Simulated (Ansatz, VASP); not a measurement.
# One calculation of PbF2, two programs

The input INCAR:

```
SYSTEM = PbF2
ALGO = Normal ; EDIFF = 1E-6
ENCUT = 520 ; GGA = PS
ISIF = 2 ; ISMEAR = 0
LASPH = .True. ; LCHARG = .False.
LREAL = .False. ; LWAVE = .False.
NBANDS = 21 ; NELM = 100
PREC = Accurate ; SIGMA = 0.01
```

KPOINTS

```
k-points
0
Gamma
  8 8 8
  0 0 0
```

Contents of POSCAR:

```
PbF2
1.0
    0.0000000000      3.0282500826      3.0282500826
    3.0282500826      0.0000000000      3.0282500826
    3.0282500826      3.0282500826      0.0000000000
Pb F
1 2
Direct
    0.0000000000      0.0000000000      0.0000000000
    0.2500000000      0.2500000000      0.2500000000
    0.7500000000      0.7500000000      0.7500000000
```

Input for Ansatz:

```yaml
crystal:
  lattice:
    - [0.0, 3.0282500826, 3.0282500826]
    - [3.0282500826, 0.0, 3.0282500826]
    - [3.0282500826, 3.0282500826, 0.0]
  atoms:
    - { symbol: Pb, position: [0.0, 0.0, 0.0] }
    - { symbol: F, position: [0.25, 0.25, 0.25] }
    - { symbol: F, position: [0.75, 0.75, 0.75] }
scf:
  occupations: { method: fixed }
output:
  forces: true
  stress: true
  eigenvalues: true
  write_density: true
  write_potential: true
  elf: true
  volumetric_format: npy
hamiltonian:
  xc: pbesol
basis:
  ecutwfc: 520
kpoints:
  mp_grid: { grid: [8, 8, 8] }
```

Alike in both runs: task single point; functional PBEsol; k mesh 8 × 8 × 8; no spin polarisation.

|  | VASP | Ansatz |
| --- | --- | --- |
| version | VASP 6.6.1 | Ansatz 0.2.0 |
| potentials or method | VASP PAW PBE potentials, release 64 (Pb_d, F), cutoff 520 eV | scalar-relativistic, plane waves, PAW |
| occupations | gaussian, width 0.01 eV | fixed |
| valence electrons in the cell | 28 | 28 |

|  | VASP | Ansatz | Ansatz less VASP |
| --- | --- | --- | --- |
| gap on the k mesh at the Fermi level (eV) | 4.29 | 4.30 | +0.007 |
| least direct gap on the mesh (eV) | 4.45 | 4.45 | +0.005 |
| pressure (GPa) | -5.2 | -5.0 | +0.22 |

VASP's potentials were made for PBE, not for PBEsol.

Spin-orbit coupling is off throughout.
